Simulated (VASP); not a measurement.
# Co (Pm-3m) in VASP: settings compared

Co is run at these levels: HSE06, PBE; tasks: single point.

All numbers are computed with VASP 6.6.1; they aren't measurements. Logs are shortened: lines on timing, memory, paths and dates and some standing lists are left out, and cuts for length are marked.

## 1. The cell of the first run

Symmetry: Pm-3m, No. 221, cubic system. Conventional cell: a = 2.340 Å, b = 2.340 Å, c = 2.340 Å, α = 90.00°, β = 90.00°, γ = 90.00°. Co (site symmetry m-3m) has 6 Co at 2.34 Å within 3.1 Å.

This isn't the form of Co at room conditions, which is hcp.

## 2. Single point, HSE06, collinear spin, ferromagnetic start

The input, POSCAR:

```
Co
1.0
    2.3401138647      0.0000000000      0.0000000000
    0.0000000000      2.3401138647      0.0000000000
    0.0000000000      0.0000000000      2.3401138647
Co
1
Direct
    0.0000000000      0.0000000000      0.0000000000
```

The input, INCAR.step1:

```
PREC = Accurate
ENCUT = 520
EDIFF = 1E-5
ISMEAR = -1
SIGMA = 0.1
LREAL = False
LASPH = True
NELM = 150
ALGO = Normal
ISIF = 2
LWAVE = True
ISPIN = 2
MAGMOM = 1.898
LORBIT = 11
LMAXMIX = 4
NBANDS = 14
GGA = PE
```

The input, INCAR.step2:

```
PREC = Accurate
ENCUT = 520
EDIFF = 1E-6
ISMEAR = -1
SIGMA = 0.1
LREAL = False
LASPH = True
NELM = 150
ALGO = Normal
ISIF = 2
LWAVE = False
LCHARG = True
ISPIN = 2
MAGMOM = 1.898
LORBIT = 11
LMAXMIX = 4
GGA = PE
LHFCALC = True
HFSCREEN = 0.2079
PRECFOCK = Normal
LELF = True
LVHAR = True
NBANDS = 14
ISTART = 1
```

The input, KPOINTS:

```
regular mesh
0
Gamma
  7 7 7
```

Potentials or basis: VASP PAW PBE potentials, release 64 (Co).

Launch:

```
$ cat potpaw_PBE.64/Co/POTCAR > POTCAR
$ cp INCAR.step1 INCAR
$ mpirun -np 1 vasp_std > vasp.out
$ cp INCAR.step2 INCAR
$ mpirun -np 1 vasp_std > vasp.out
```

OUTCAR:

```text
PREC = Accurate
   ENCUT = 520
   EDIFF = 1E-6
   ISMEAR = -1
   LREAL = False
   LASPH = True
   NELM = 150
   ISIF = 2
   ISPIN = 2
   LORBIT = 11
   GGA = PE
   LHFCALC = True
   HFSCREEN = 0.2079
   PRECFOCK = Normal
   ISTART = 1

 ion  position               nearest neighbor table
   1  0.000  0.000  0.000-

  LATTYP: Found a simple cubic cell.
 ALAT       =     2.3401138647

  Lattice vectors:

 A1 = (   2.3401138647,   0.0000000000,   0.0000000000)
 A2 = (   0.0000000000,   2.3401138647,   0.0000000000)
 A3 = (   0.0000000000,   0.0000000000,   2.3401138647)

Analysis of symmetry for initial positions (statically):
=====================================================================
 Subroutine PRICEL returns:
 Original cell was already a primitive cell.

 Routine SETGRP: Setting up the symmetry group for a
 simple cubic supercell.

 Subroutine GETGRP returns: Found 48 space group operations
 (whereof 48 operations were pure point group operations)
 out of a pool of 48 trial point group operations.

The static configuration has the point symmetry O_h .

Analysis of symmetry for dynamics (positions and initial velocities):
=====================================================================
 Subroutine PRICEL returns:
 Original cell was already a primitive cell.

 Routine SETGRP: Setting up the symmetry group for a
 simple cubic supercell.

 Subroutine GETGRP returns: Found 48 space group operations
 (whereof 48 operations were pure point group operations)
 out of a pool of 48 trial point group operations.

The dynamic configuration has the point symmetry O_h .

Analysis of structural, dynamic, and magnetic symmetry:
=====================================================================
 Subroutine PRICEL returns:
 Original cell was already a primitive cell.

 Routine SETGRP: Setting up the symmetry group for a
 simple cubic supercell.

 Subroutine GETGRP returns: Found 48 space group operations
 (whereof 48 operations were pure point group operations)
 out of a pool of 48 trial point group operations.

The overall configuration has the point symmetry O_h .

 Subroutine INISYM returns: Found 48 space group operations
 (whereof 48 operations are pure point group operations),
 and found     1 'primitive' translations

----------------------------------------------------------------------------------------

                                     Primitive cell

[... 132 lines left out ...]
  ---------------------------------------------------
  ext. energy  EPLUGINS =         0.00000000
  ---------------------------------------------------
  free energy    TOTEN  =        -8.72343094 eV

  energy without entropy =       -8.70256845  energy(sigma->0) =       -8.71299969

 E-fermi :   9.2178     XC(G=0): -10.0976

 val. band max:        9.1178392742   @ k =   0.2857   0.2857   0.2857
 cond. band min:       9.3086203318   @ k =   0.4286   0.2857   0.1429
 fundamental gap:      0.1907810576
 Fermi energy:         9.2177777249

 spin component 1

 k-point     1 :       0.0000    0.0000    0.0000
  band No.  band energies     occupation
      1      -1.1344      1.00000
      2       1.9182      1.00000
      3       1.9183      1.00000
      4       4.4617      1.00000
      5       4.4617      1.00000
      6       4.4618      1.00000
      7      28.2254      0.00000
      8      28.2254      0.00000
      9      28.2254      0.00000
     10      32.2375      0.00000
     11      32.2375      0.00000
     12      36.7155      0.00000
     13      49.8149      0.00000
     14      49.8186      0.00000
[... 308 lines left out ...]
  band No.  band energies     occupation
      1       1.5494      1.00000
      2       1.6971      1.00000
      3       1.6972      1.00000
      4       6.2010      1.00000
      5       6.2011      1.00000
      6      17.5051      0.00000
      7      20.5997      0.00000
      8      20.5997      0.00000
      9      22.1821      0.00000
     10      26.5614      0.00000
     11      26.5614      0.00000
     12      28.5758      0.00000
     13      35.5425      0.00000
     14      52.1731      0.00000
 Fermi energy:         9.2177777249

 spin component 2

 k-point     1 :       0.0000    0.0000    0.0000
  band No.  band energies     occupation
      1      -0.9825      1.00000
      2       3.3684      1.00000
      3       3.3686      1.00000
      4      12.0748      0.00000
      5      12.0749      0.00000
      6      12.0750      0.00000
      7      28.7760      0.00000
      8      28.7761      0.00000
      9      28.7762      0.00000
     10      32.5224      0.00000
     11      32.5228      0.00000
     12      36.5551      0.00000
     13      50.1097      0.00000
     14      50.1097      0.00000
[... 309 lines left out ...]
      1       6.4137      1.00000
      2       6.8170      1.00000
      3       6.8172      1.00000
      4       8.1299      0.99998
      5       8.1305      0.99998
      6      18.5013      0.00000
      7      21.2953      0.00000
      8      21.2955      0.00000
      9      22.0885      0.00000
     10      28.0631      0.00000
     11      28.0634      0.00000
     12      29.6531      0.00000
     13      36.9742      0.00000
     14      55.6186      0.00000

------------------------ aborting loop because EDIFF is reached ----------------------------------------

  FORCE on cell =-STRESS in cart. coord.  units (eV):
  Direction    XX          YY          ZZ          XY          YZ          ZX
  --------------------------------------------------------------------------------------
  -------------------------------------------------------------------------------------
  Total        0.9006582      0.9006582      0.9006582      0.0000000      0.0000000      0.0000000
  in kB      112.6055047    112.6055047    112.6055047      0.0000000      0.0000000      0.0000000
  external PRESSURE =     112.6055047 kB  Pullay stress =       0.0000000 kB

 VOLUME and BASIS-vectors are now :
 -----------------------------------------------------------------------------
  energy-cutoff  :      520.00
  volume of cell :       12.81
      direct lattice vectors                 reciprocal lattice vectors
     2.340113865  0.000000000  0.000000000     0.427329633  0.000000000  0.000000000
     0.000000000  2.340113865  0.000000000     0.000000000  0.427329633  0.000000000
     0.000000000  0.000000000  2.340113865     0.000000000  0.000000000  0.427329633

 POSITION                                       TOTAL-FORCE (eV/Angst)
 -----------------------------------------------------------------------------------
      0.00000      0.00000      0.00000         0.000000      0.000000      0.000000
 -----------------------------------------------------------------------------------
    total drift:                               -0.000034     -0.000015     -0.000015

  FREE ENERGIE OF THE ION-ELECTRON SYSTEM (eV)
  ---------------------------------------------------
  free  energy   TOTEN  =        -8.7234309417 eV

  energy  without entropy=       -8.7025684454  energy(sigma->0) =       -8.71299969

 total charge

# of ion       s       p       d       tot
------------------------------------------
    1        0.489   0.466   7.205   8.160

 magnetization (x)

# of ion       s       p       d       tot
------------------------------------------
    1        0.024  -0.017   2.181   2.188
```

OUTCAR.step1:

```text
PREC = Accurate
   ENCUT = 520
   EDIFF = 1E-5
   ISMEAR = -1
   LREAL = False
   LASPH = True
   NELM = 150
   ISIF = 2
   ISPIN = 2
   LORBIT = 11
   GGA = PE
[... 909 lines left out ...]
    total drift:                               -0.000000      0.000000      0.000000

  FREE ENERGIE OF THE ION-ELECTRON SYSTEM (eV)
  ---------------------------------------------------
  free  energy   TOTEN  =        -6.3022952138 eV

  energy  without entropy=       -6.2605816802  energy(sigma->0) =       -6.28143845

 total charge

# of ion       s       p       d       tot
------------------------------------------
    1        0.493   0.408   7.263   8.163

 magnetization (x)

# of ion       s       p       d       tot
------------------------------------------
    1        0.005  -0.013   1.861   1.854
```

OSZICAR.step1:

```text
N       E                     dE             d eps       ncg     rms          rms(c)
DAV:   1     0.267814782826E+02    0.26781E+02   -0.36235E+03  1152   0.706E+02
DAV:   2    -0.580691644134E+01   -0.32588E+02   -0.30341E+02  1282   0.139E+02
DAV:   3    -0.701203653632E+01   -0.12051E+01   -0.11668E+01  1366   0.273E+01
DAV:   4    -0.702397083415E+01   -0.11934E-01   -0.11930E-01  1364   0.258E+00
DAV:   5    -0.702427081995E+01   -0.29999E-03   -0.29998E-03  1490   0.363E-01    0.870E+00
DAV:   6    -0.651078253454E+01    0.51349E+00   -0.10160E+01  1516   0.367E+01    0.531E+00
DAV:   7    -0.631085854761E+01    0.19992E+00   -0.15169E+00  1410   0.130E+01    0.251E+00
DAV:   8    -0.630747656960E+01    0.33820E-02   -0.13862E-02  1416   0.781E-01    0.132E+00
DAV:   9    -0.630172559076E+01    0.57510E-02   -0.75897E-03  1454   0.595E-01    0.375E-01
DAV:  10    -0.630224700764E+01   -0.52142E-03   -0.10767E-03  1414   0.249E-01    0.839E-02
DAV:  11    -0.630229455300E+01   -0.47545E-04   -0.37424E-04  1494   0.129E-01    0.435E-02
DAV:  12    -0.630229521380E+01   -0.66080E-06   -0.62351E-06   874   0.200E-02
   1 F= -.63022952E+01 E0= -.62814384E+01  d E =-.417135E-01  mag=     1.8438
```

Wall time 54 min (1 thread of Intel Xeon Platinum 8375C at 2.90GHz (Ice Lake), shared host); peak memory 0.23 GiB.

Results:

| Item | Value |
| --- | --- |
| Free energy | -8.7234 eV |
| Pressure | 11.3 GPa |
| Net moment | 2.17 μB per cell |
| Site moments | Co +2.19 μB |
| Valence electrons inside the program's atomic spheres | Co 8.16 |

Caveat: the k points lie up to 0.38 Å⁻¹ apart; the PAW data sets were made with another functional, which shifts forces and pressure a little.

## 3. Single point, PBE (11.45 Å³/atom)

This run uses another cell than the first one, of 11.45 Å³/atom.

The input, INCAR:

```
  PREC = Accurate
  ENCUT = 690
  EDIFF = 1E-6
  ISMEAR = -1
  SIGMA = 0.1
  LREAL = False
  LASPH = True
  NELM = 120
  ALGO = Normal
  ISIF = 2
  LWAVE = False
  LCHARG = True
  GGA = PE
  LELF = True
  LVHAR = True
  NBANDS = 14
  GGA_COMPAT = False
```

The input, KPOINTS:

```
regular mesh
0
Gamma
  15 15 15
```

The input, POSCAR:

```
Co
1.0
    2.2539908939      0.0000000000      0.0000000000
    0.0000000000      2.2539908939      0.0000000000
    0.0000000000      0.0000000000      2.2539908939
Co
1
Direct
    0.0000000000      0.0000000000      0.0000000000
```

Potentials or basis: VASP PAW PBE potentials, release 64 (Co_sv).

Launch:

```
$ cat potpaw_PBE.64/Co_sv/POTCAR > POTCAR
$ mpirun -np 1 vasp_std > vasp.out
```

Run time: 16 s. Hardware: 1 thread of AMD EPYC 7R13 (Zen 3), shared host; peak memory 0.11 GiB.

Results (log left out):

```yaml
Free_energy: -6.1022 eV
Pressure: 7.1 GPa
Band_gap_on_the_k_mesh: zero (an odd number of electrons rules out a gap without spin polarisation)
```

Levels at points of the mesh, in eV from the Fermi level:
```csv
k point,band 5,band 6,band 7,band 8,band 9,band 10,band 11,band 12,band 13,band 14
"(0.00, 0.00, 0.00)",-8.52,-3.80,-3.80,0.52,0.52,0.52,20.65,20.65,20.65,24.72
```

Caveat: the cell stands under pressure; the run has no spin polarisation, though such a crystal can be magnetic.

## 4. Single point, PBE (10.97 Å³/atom)

This run uses another cell than the first one, of 10.97 Å³/atom.

The input, INCAR:

```
SYSTEM = Co
PREC = Accurate ; ENCUT = 690
EDIFF = 1E-6 ; ISMEAR = -1
SIGMA = 0.1 ; LREAL = .FALSE.
LASPH = .TRUE. ; NELM = 120
ALGO = Normal ; ISIF = 2
LWAVE = .FALSE. ; LCHARG = .FALSE.
GGA = PE ; NBANDS = 14
GGA_COMPAT = .FALSE.
```

The input, KPOINTS:

```
regular mesh
0
G
  15 15 15
  0 0 0
```

The input, POSCAR:

```
Co
1.0
    2.2222403140      0.0000000000      0.0000000000
    0.0000000000      2.2222403140      0.0000000000
    0.0000000000      0.0000000000      2.2222403140
Co
1
Direct
    0.0000000000      0.0000000000      0.0000000000
```

Launch:

```
$ cat potpaw_PBE.64/Co_sv/POTCAR > POTCAR
$ mpirun -np 1 vasp_std > vasp.out
```

Wall time 8.1 s (1 thread of Intel Xeon 6975P-C (Granite Rapids), shared host); peak memory 0.14 GiB.

Results (log left out):

```
Free energy            : -6.0634 eV
Pressure               : 17.4 GPa
Band gap on the k mesh : zero (an odd number of electrons rules out a gap without spin polarisation)
```

Levels at points of the mesh, in eV from the Fermi level:
```csv
k point,band 7,band 8,band 9,band 10,band 11,band 12
"(0.00, 0.00, 0.00)",-4.04,0.55,0.55,0.55,21.19,21.19
```

Caveat: the cell stands under pressure; the run has no spin polarisation, though such a crystal can be magnetic. Spin polarisation is off, so any magnetic state and its effect on volume and gap are missing.

## 5. The runs side by side

```csv
level,potentials or basis,spin,cell,k mesh,cutoff (eV),grid for exact exchange (PRECFOCK),share of exact exchange,screening parameter,gap on the mesh (eV),pressure (GPa)
HSE06,"VASP PAW PBE potentials, release 64 (Co)","collinear, ferromagnetic start","a = 2.340 Å, 1 atom",7 × 7 × 7,520,Normal,0.25,0.2079 1/Å,none,11.3
PBE,"VASP PAW PBE potentials, release 64 (Co_sv)",off,"a = 2.254 Å, 1 atom",15 × 15 × 15,690,-,-,-,none,7.1
PBE,"VASP PAW PBE potentials, release 64 (Co_sv)",off,"a = 2.222 Å, 1 atom",15 × 15 × 15,690,-,-,-,none,17.4
```

Alike in all rows: task single point; smearing fermi-dirac 0.1 eV.

Caveats: some runs use coarse meshes; the cell stands under pressure (at least some runs); the PAW data sets were made with another functional, which shifts forces and pressure a little (at least some runs).

Total energies depend on the potentials used, so only differences within one code and one set of settings carry meaning.

The gap in the log of VASP goes by the Fermi energy; the results here count the filled bands.